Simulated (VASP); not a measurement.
# WC (Qusongite) in VASP: notebook, part 2 of 3

VASP 6.6.1. The steps go on from the part before.

## 3. Single point, PBE

INCAR reads:

```
PREC = Accurate
ENCUT = 520
EDIFF = 1E-6
ISMEAR = 1
SIGMA = 0.1
LREAL = False
LASPH = True
NELM = 60
ALGO = Normal
ISIF = 2
LWAVE = False
LCHARG = True
GGA = PE
LELF = True
LVHAR = True
NBANDS = 16
```

KPOINTS reads:

```
regular mesh
0
Gamma
  12 12 11
```

POSCAR reads:

```
WC
1.0
    2.9065000000      0.0000000000      0.0000000000
   -1.4532500000      2.5171028361      0.0000000000
    0.0000000000      0.0000000000      2.8366000000
W C
1 1
Direct
    0.0059450000      0.0066780000      0.0194740000
    0.6820890000      0.3248480000      0.5199400000
```

Potentials or basis: VASP PAW PBE potentials, release 64 (W_sv, C).

Command:

```
> cat potpaw_PBE.64/W_sv/POTCAR potpaw_PBE.64/C/POTCAR > POTCAR
> mpirun -np 1 vasp_std > vasp.out
```

OUTCAR:

```text
PREC = Accurate
   ENCUT = 520
   EDIFF = 1E-6
   ISMEAR = 1
   LREAL = False
   LASPH = True
   NELM = 60
   ISIF = 2
   GGA = PE

 ion  position               nearest neighbor table
   1  0.006  0.007  0.019-   2 2.15   2 2.15   2 2.22   2 2.22   2 2.23   2 2.23
   2  0.682  0.325  0.520-   1 2.15   1 2.15   1 2.22   1 2.22   1 2.23   1 2.23

  LATTYP: Found a hexagonal cell.
 ALAT       =     2.9065000000
 C/A-ratio  =     0.9759504559

  Lattice vectors:

 A1 = (   2.9065000000,   0.0000000000,   0.0000000000)
 A2 = (  -1.4532500000,   2.5171028361,   0.0000000000)
 A3 = (   0.0000000000,   0.0000000000,   2.8366000000)

Analysis of symmetry for initial positions (statically):
=====================================================================
 Subroutine PRICEL returns:
 Original cell was already a primitive cell.

 Routine SETGRP: Setting up the symmetry group for a
 hexagonal supercell.

 Subroutine GETGRP returns: Found  1 space group operations
 (whereof  1 operations were pure point group operations)
 out of a pool of 24 trial point group operations.

The static configuration has the point symmetry C_1 .

Analysis of symmetry for dynamics (positions and initial velocities):
=====================================================================
 Subroutine PRICEL returns:
 Original cell was already a primitive cell.

 Routine SETGRP: Setting up the symmetry group for a
 hexagonal supercell.

 Subroutine GETGRP returns: Found  1 space group operations
 (whereof  1 operations were pure point group operations)
 out of a pool of 24 trial point group operations.

The dynamic configuration has the point symmetry C_1 .

 Subroutine INISYM returns: Found  1 space group operations
 (whereof  1 operations are pure point group operations),
 and found     1 'primitive' translations

----------------------------------------------------------------------------------------

                                     Primitive cell

  volume of cell :      20.7525

  direct lattice vectors                    reciprocal lattice vectors
     2.906500000  0.000000000  0.000000000     0.344056425  0.198641070  0.000000000
    -1.453250000  2.517102836  0.000000000     0.000000000  0.397282139  0.000000000
     0.000000000  0.000000000  2.836600000     0.000000000  0.000000000  0.352534725

  length of vectors
     2.906500000  2.906500000  2.836600000     0.397282139  0.397282139  0.352534725

  position of ions in fractional coordinates (direct lattice)
     0.005945000  0.006678000  0.019474000
     0.682089000  0.324848000  0.519940000

  ion indices of the primitive-cell ions
   primitive index   ion index
                 1           1
                 2           2

----------------------------------------------------------------------------------------

 KPOINTS: regular mesh

Automatic generation of k-mesh.
 Grid dimensions read from file:
 generate k-points for:   12   12   11

 Generating k-lattice:

  Cartesian coordinates                     Fractional coordinates (reciprocal lattice)
     0.028671369  0.016553422  0.000000000     0.083333333  0.000000000  0.000000000
     0.000000000  0.033106845  0.000000000     0.000000000  0.083333333  0.000000000
     0.000000000  0.000000000  0.032048611     0.000000000  0.000000000  0.090909091

  Length of vectors
     0.033106845  0.033106845  0.032048611

  Shift w.r.t. Gamma in fractional coordinates (k-lattice)
     0.000000000  0.000000000  0.000000000

 Subroutine IBZKPT returns following result:
 ===========================================

 Found    794 irreducible k-points:

 Following reciprocal coordinates:
            Coordinates               Weight
  0.000000  0.000000  0.000000      1.000000
  0.083333  0.000000  0.000000      2.000000
  0.000000  0.083333  0.000000      2.000000
 -0.083333  0.083333  0.000000      2.000000
  0.166667  0.000000  0.000000      2.000000
  0.000000  0.166667  0.000000      2.000000
[... 16 lines left out ...]
  0.166667  0.083333  0.000000      2.000000
 -0.083333  0.250000  0.000000      2.000000
 [... further k-points ...]
   k-points           NKPTS =    794   k-points in BZ     NKDIM =    794   number of bands    NBANDS=     16
   number of dos      NEDOS =    301   number of ions     NIONS =      2
   total plane-waves  NPLWV =  13824
   dimension x,y,z NGX =    24 NGY =   24 NGZ =   24
   dimension x,y,z NGXF=    48 NGYF=   48 NGZF=   48
   ions per type =               1   1
   NGX,Y,Z   is equivalent  to a cutoff of  13.73, 13.73, 14.07 a.u.
   NGXF,Y,Z  is equivalent  to a cutoff of  27.46, 27.46, 28.13 a.u.
 SYSTEM =  unknown system
   PREC   = accura    normal or accurate (medium, high low for compatibility)
   ISTART =      0    job   : 0-new  1-cont  2-samecut
   ICHARG =      2    charge: 1-file 2-atom 10-const
   ISPIN  =      1    spin polarized calculation?
   LNONCOLLINEAR =      F non collinear calculations
   LSORBIT =      F    spin-orbit coupling
   LASPH  =      T    aspherical Exc in radial PAW
   ENCUT  =  520.0 eV  38.22 Ry    6.18 a.u.   5.40  5.40  5.27*2*pi/ulx,y,z
   NELM   =     60;   NELMIN=  2; NELMDL= -5     # of ELM steps
   EDIFF  = 0.1E-05   stopping-criterion for ELM
   LREAL  =      F    real-space projection
   EDIFFG = 0.1E-04   stopping-criterion for IOM
   NSW    =      0    number of steps for IOM
   IBRION =     -1    ionic relax: 0-MD 1-quasi-New 2-CG
   NFREE  =      0    steps in history (QN), initial steepest desc. (CG)
   ISIF   =      2    stress and relaxation
   ISYM   =      2    0-nonsym 1-usesym 2-fastsym
   POTIM  = 0.5000    time-step for ionic-motion
   TEBEG  =    0.0;   TEEND  =   0.0 temperature during run
   PSTRESS=    0.0 pullay stress
   NELECT =      18.0000    total number of electrons
   NUPDOWN=      -1.0000    fix difference up-down
   EMIN   =  10.00;   EMAX   =-10.00  energy-range for DOS
   EFERMI =   0.00;   METHOD = LEGACY
   ISMEAR =     1;   SIGMA  =   0.10  broadening in eV -4-tet -1-fermi 0-gaus
   EFERMI_NEDOS =   21; number of points for ismear=-14 and -15
   IALGO  =     38    algorithm
   IMIX   =      4    mixing-type and parameters
     AMIX     =   0.40;   BMIX     =  1.00
     AMIX_MAG =   1.60;   BMIX_MAG =  1.00
  volume/ion in A,a.u.               =      10.38        70.02
  Fermi-wavevector in a.u.,A,eV,Ry     =   1.561262  2.950358 33.164744  2.437540
  Thomas-Fermi vector in A             =   2.664353
   LORBIT       =      0    0 simple, 1 ext, 2 COOP (PROOUT), +10 PAW based schemes
   GGA     = PE    functional components
   LHFCALC =     F    Hartree Fock is set to
   AEXX    =    0.0000 exact exchange contribution
   IVDW    =     0    specifies the selected vdW correction
   LEPSILON=     F    determine dielectric tensor
   LRPA    =     F    only Hartree local field effects (RPA)
 non-spin polarized calculation
 Methfessel and Paxton  Order N= 1 SIGMA  =   0.10
  energy-cutoff  :      520.00
  volume of cell :       20.75
 maximum number of plane-waves:       581
 NGX is ok and might be reduce to    24
   NGX = 11   NGY = 11   NGZ = 11

 number of electron      18.0000000 magnetization

 Free energy of the ion-electron system (eV)
  ---------------------------------------------------
  ext. energy  EPLUGINS =         0.00000000
  ---------------------------------------------------
  free energy    TOTEN  =       -22.41176789 eV

  energy without entropy =      -22.41187969  energy(sigma->0) =      -22.41180516

 E-fermi :  11.0978     XC(G=0): -13.7994

 val. band max:       11.0834757127   @ k =   0.5000   0.0000   0.3636
 cond. band min:      11.1122257947   @ k =   0.5000   0.5000   0.4545
 fundamental gap:      0.0287500820
 Fermi energy:        11.0977832431

 k-point     1 :       0.0000    0.0000    0.0000
  band No.  band energies     occupation
      1     -62.9261      2.00000
      2     -26.9083      2.00000
      3     -26.8092      2.00000
      4     -26.8026      2.00000
      5      -3.3731      2.00000
      6       6.7366      2.00000
[... 8 lines left out ...]
     15      25.4116      0.00000
     16      27.4055      0.00000
[... 419 lines left out ...]
 k-point    24 :      -0.0833    0.2500    0.0000
  band No.  band energies     occupation
      1     -62.9024      2.00000
      2     -27.1389      2.00000
      3     -26.8950      2.00000
      4     -26.8632      2.00000
      5      -2.2071      2.00000
      6       5.9076      2.00000
[... 8 lines left out ...]
     15      24.8363      0.00000
     16      29.4200      0.00000

 [... further k-points ...]
[... 5 lines left out ...]
  --------------------------------------------------------------------------------------
  -------------------------------------------------------------------------------------
  Total        1.1297197      0.7536807      1.0006179     -0.2411558     -0.0027942      0.0038679
  in kB       87.2191569     58.1873538     77.2519550    -18.6182506     -0.2157256      0.2986183
  external PRESSURE =      74.2194886 kB  Pullay stress =       0.0000000 kB

 VOLUME and BASIS-vectors are now :
 -----------------------------------------------------------------------------
  energy-cutoff  :      520.00
  volume of cell :       20.75
      direct lattice vectors                 reciprocal lattice vectors
     2.906500000  0.000000000  0.000000000     0.344056425  0.198641070  0.000000000
    -1.453250000  2.517102836  0.000000000     0.000000000  0.397282139  0.000000000
     0.000000000  0.000000000  2.836600000     0.000000000  0.000000000  0.352534725

 POSITION                                       TOTAL-FORCE (eV/Angst)
 -----------------------------------------------------------------------------------
      0.00757      0.01681      0.05524         0.844815     -0.627011      0.019273
      1.51041      0.81768      1.47486        -0.844815      0.627011     -0.019273
 -----------------------------------------------------------------------------------
    total drift:                               -0.000012      0.000010     -0.000012

  FREE ENERGIE OF THE ION-ELECTRON SYSTEM (eV)
  ---------------------------------------------------
  free  energy   TOTEN  =       -22.4117678907 eV

  energy  without entropy=      -22.4118796948  energy(sigma->0) =      -22.41180516
```

OSZICAR:

```text
N       E                     dE             d eps       ncg     rms          rms(c)
DAV:   1     0.110419245818E+03    0.11042E+03   -0.93523E+03 25440   0.125E+03
DAV:   2    -0.222459798661E+02   -0.13267E+03   -0.12820E+03 29904   0.338E+02
DAV:   3    -0.254702413853E+02   -0.32243E+01   -0.32111E+01 28688   0.502E+01
DAV:   4    -0.254870321281E+02   -0.16791E-01   -0.16790E-01 32648   0.408E+00
DAV:   5    -0.254871572429E+02   -0.12511E-03   -0.12511E-03 28600   0.334E-01    0.325E+01
DAV:   6    -0.224950106015E+02    0.29921E+01   -0.57931E+00 31256   0.259E+01    0.859E+00
DAV:   7    -0.224398749495E+02    0.55136E-01   -0.42866E-01 26504   0.503E+00    0.625E+00
DAV:   8    -0.224131043560E+02    0.26771E-01   -0.63229E-02 29200   0.214E+00    0.107E+00
DAV:   9    -0.224118289476E+02    0.12754E-02   -0.32625E-03 28296   0.430E-01    0.121E-01
DAV:  10    -0.224117709022E+02    0.58045E-04   -0.30354E-04 30576   0.198E-01    0.665E-02
DAV:  11    -0.224117690455E+02    0.18567E-05   -0.17100E-05 29928   0.365E-02    0.998E-03
DAV:  12    -0.224117679317E+02    0.11138E-05   -0.33560E-06 27360   0.162E-02    0.146E-03
DAV:  13    -0.224117678907E+02    0.40982E-07   -0.12174E-07 13456   0.292E-03
   1 F= -.22411768E+02 E0= -.22411805E+02  d E =0.111804E-03
```

stdout:

```text
POSCAR found type information on POSCAR W C
 POSCAR found :  2 types and       2 ions
 scaLAPACK will be used
 LDA part: xc-table for (Slater+PW92), standard interpolation
 POSCAR, INCAR and KPOINTS ok, starting setup
 FFT: planning ... GRIDC
 FFT: planning ... GRID_SOFT
 FFT: planning ... GRID
 WAVECAR not read
 entering main loop
```

Run time: 2.3 min. Hardware: 1 thread of AMD EPYC 9R45 (Zen 5), shared host; peak memory 0.33 GiB.

Results:

| Property | Result |
| --- | --- |
| Free energy | -22.4118 eV |
| Pressure | 7.4 GPa |
| Largest force | 1.052 eV/Å |
| Band gap on the k mesh | zero (band 9 reaches 11.70 eV, above the bottom of band 10 at 10.53 eV) |

Forces in eV/Å, atoms in the order of the input:
```
W    0.845 -0.627  0.019
C   -0.845  0.627 -0.019
```

Caveat: spin-orbit coupling is left out, which moves the levels of the heavy elements; forces of over 1 eV/Å act on the atoms, so gaps and moduli don't describe the material at rest.

[end of part 2 of 3]
